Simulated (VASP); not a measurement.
# Zn (Fm-3m) in VASP: notebook, part 2 of 2

VASP 6.6.1.

## Step 6: Single point, LDA

This run uses another cell than the first one, of 15.78 Å³/atom.

The input, INCAR:

```
PREC     = Accurate       # precision mode
ENCUT    = 520            # plane-wave cutoff, eV
EDIFF    = 1E-6           # SCF threshold, eV
ISMEAR   = -1             # smearing method
SIGMA    = 0.05           # smearing width, eV
LREAL    = F              # projectors in reciprocal space
LASPH    = T              # aspherical terms in the spheres
NELM     = 80             # most SCF steps
ALGO     = Normal         # electronic algorithm
ISIF     = 2              # what is computed and relaxed
LWAVE    = F              # write WAVECAR
LCHARG   = F              # write CHGCAR
GGA      = CA             # functional
NBANDS   = 12             # bands
```

The input, KPOINTS:

```
regular mesh
0
Gamma
  12 12 12
```

The input, POSCAR:

```
Zn
1.0
    0.0000000000      1.9906312808      1.9906312808
    1.9906312808      0.0000000000      1.9906312808
    1.9906312808      1.9906312808      0.0000000000
Zn
1
Direct
    0.0000000000      0.0000000000      0.0000000000
```

Potentials or basis: VASP PAW LDA potentials, release 64 (Zn).

The run is started by

```
$ cat potpaw_LDA.64/Zn/POTCAR > POTCAR
$ mpirun -np 1 vasp_std > vasp.out
```

OUTCAR:

```text
PREC = Accurate
   ENCUT = 520
   EDIFF = 1E-6
   ISMEAR = -1
   LREAL = F
   LASPH = T
   NELM = 80
   ISIF = 2
   GGA = CA

 ion  position               nearest neighbor table
   1  0.000  0.000  0.000-

  LATTYP: Found a face centered cubic cell.
 ALAT       =     3.9812625616

  Lattice vectors:

 A1 = (   0.0000000000,   1.9906312808,   1.9906312808)
 A2 = (   1.9906312808,   0.0000000000,   1.9906312808)
 A3 = (   1.9906312808,   1.9906312808,   0.0000000000)

Analysis of symmetry for initial positions (statically):
=====================================================================
 Subroutine PRICEL returns:
 Original cell was already a primitive cell.

 Routine SETGRP: Setting up the symmetry group for a
 face centered cubic supercell.

 Subroutine GETGRP returns: Found 48 space group operations
 (whereof 48 operations were pure point group operations)
 out of a pool of 48 trial point group operations.

The static configuration has the point symmetry O_h .

Analysis of symmetry for dynamics (positions and initial velocities):
=====================================================================
 Subroutine PRICEL returns:
 Original cell was already a primitive cell.

 Routine SETGRP: Setting up the symmetry group for a
 face centered cubic supercell.

 Subroutine GETGRP returns: Found 48 space group operations
 (whereof 48 operations were pure point group operations)
 out of a pool of 48 trial point group operations.

The dynamic configuration has the point symmetry O_h .

 Subroutine INISYM returns: Found 48 space group operations
 (whereof 48 operations are pure point group operations),
 and found     1 'primitive' translations

----------------------------------------------------------------------------------------

                                     Primitive cell

  volume of cell :      15.7762

[... 107 lines left out ...]
  volume/ion in A,a.u.               =      15.78       106.46
  Fermi-wavevector in a.u.,A,eV,Ry     =   1.494403  2.824012 30.385083  2.233241
  Thomas-Fermi vector in A             =   2.606680
   LORBIT       =      0    0 simple, 1 ext, 2 COOP (PROOUT), +10 PAW based schemes
   GGA     = CA    functional components
   LHFCALC =     F    Hartree Fock is set to
   AEXX    =    0.0000 exact exchange contribution
   IVDW    =     0    specifies the selected vdW correction
   LEPSILON=     F    determine dielectric tensor
   LRPA    =     F    only Hartree local field effects (RPA)
 non-spin polarized calculation
  energy-cutoff  :      520.00
  volume of cell :       15.78
 maximum number of plane-waves:       444
 NGX is ok and might be reduce to    24
   NGX = 11   NGY = 11   NGZ = 11

 number of electron      11.9999995 magnetization

 Free energy of the ion-electron system (eV)
  ---------------------------------------------------
  ext. energy  EPLUGINS =         0.00000000
  ---------------------------------------------------
  free energy    TOTEN  =        -1.76228961 eV

  energy without entropy =       -1.75847623  energy(sigma->0) =       -1.76038292

 E-fermi :   2.5041     XC(G=0): -11.7041

 val. band max:        2.4880543780   @ k =  -0.4167   0.0833   0.0000
 cond. band min:       2.6132192755   @ k =  -0.4167   0.2500   0.0833
 fundamental gap:      0.1251648975
 Fermi energy:         2.5041325217

 k-point     1 :       0.0000    0.0000    0.0000
  band No.  band energies     occupation
      1      -7.4762      2.00000
      2      -5.0262      2.00000
      3      -5.0262      2.00000
      4      -5.0262      2.00000
      5      -4.6717      2.00000
      6      -4.6717      2.00000
      7      20.1398      0.00000
      8      20.1398      0.00000
      9      20.1398      0.00000
     10      21.3196      0.00000
     11      23.1535      0.00000
     12      23.1535      0.00000
[... 331 lines left out ...]
 k-point    24 :      -0.4167    0.1667    0.0000
  band No.  band energies     occupation
      1      -5.4780      2.00000
      2      -5.1022      2.00000
      3      -4.8949      2.00000
      4      -4.6870      2.00000
      5      -4.4469      2.00000
      6       0.3588      2.00000
      7       2.1260      1.99896
      8      11.6556      0.00000
      9      15.1990      0.00000
     10      17.7069      0.00000
     11      24.4408      0.00000
     12      25.5578      0.00000

 [... further k-points ...]
[... 5 lines left out ...]
  --------------------------------------------------------------------------------------
  -------------------------------------------------------------------------------------
  Total       -0.9661583     -0.9661583     -0.9661583      0.0000000     -0.0000000     -0.0000000
  in kB      -98.1197416    -98.1197416    -98.1197416      0.0000000     -0.0000000     -0.0000000
  external PRESSURE =     -98.1197416 kB  Pullay stress =       0.0000000 kB

 VOLUME and BASIS-vectors are now :
 -----------------------------------------------------------------------------
  energy-cutoff  :      520.00
  volume of cell :       15.78
      direct lattice vectors                 reciprocal lattice vectors
     0.000000000  1.990631281  1.990631281    -0.251176602  0.251176602  0.251176602
     1.990631281  0.000000000  1.990631281     0.251176602 -0.251176602  0.251176602
     1.990631281  1.990631281  0.000000000     0.251176602  0.251176602 -0.251176602

 POSITION                                       TOTAL-FORCE (eV/Angst)
 -----------------------------------------------------------------------------------
      0.00000      0.00000      0.00000         0.000000      0.000000     -0.000000
 -----------------------------------------------------------------------------------
    total drift:                                0.000000      0.000000     -0.000000

  FREE ENERGIE OF THE ION-ELECTRON SYSTEM (eV)
  ---------------------------------------------------
  free  energy   TOTEN  =        -1.7622896081 eV

  energy  without entropy=       -1.7584762312  energy(sigma->0) =       -1.76038292
```

It took 6.3 s on 1 thread of Intel Xeon Platinum 8488C (Sapphire Rapids), shared host; peak memory 0.13 GiB.

Results:

```yaml
Free_energy: -1.7623 eV
Pressure: -9.8 GPa
Band_gap_on_the_k_mesh: zero (bands 6 and 7 overlap by 3.73 eV)
```

Levels at points of the mesh, in eV from the Fermi level:
```
           k point  band 3  band 4  band 5  band 6  band 7  band 8  band 9  band 10
(0.00, 0.00, 0.00)   -7.53   -7.53   -7.18   -7.18   17.64   17.64   17.64    18.82
(0.50, 0.00, 0.00)   -7.53   -6.91   -6.91   -2.64   -1.43   14.70   14.70    17.39
(0.50, 0.50, 0.00)   -6.92   -6.84   -6.84   -0.82    1.60    8.23    8.23    12.00
```

Caveat: the cell stands under tension.

## Step 7: Summary

| cell | gap on the mesh (eV) | pressure (GPa) |
| --- | --- | --- |
| a = 2.741 Å, angles 60.0°, 1 atom | none | -5.7 |
| a = 2.760 Å, angles 60.0°, 1 atom | none | -7.0 |
| a = 2.779 Å, angles 60.0°, 1 atom | none | -8.1 |
| a = 2.797 Å, angles 60.0°, 1 atom | none | -9.1 |
| a = 2.815 Å, angles 60.0°, 1 atom | none | -9.8 |

Alike in all rows: task single point; level LDA; potentials or basis VASP PAW LDA potentials, release 64 (Zn); no spin polarisation; k mesh 12 × 12 × 12; cutoff (eV) 520; smearing fermi-dirac 0.05 eV.

Caveats: the cell stands under tension.

Absolute energies hang on the potentials; compare differences alone.
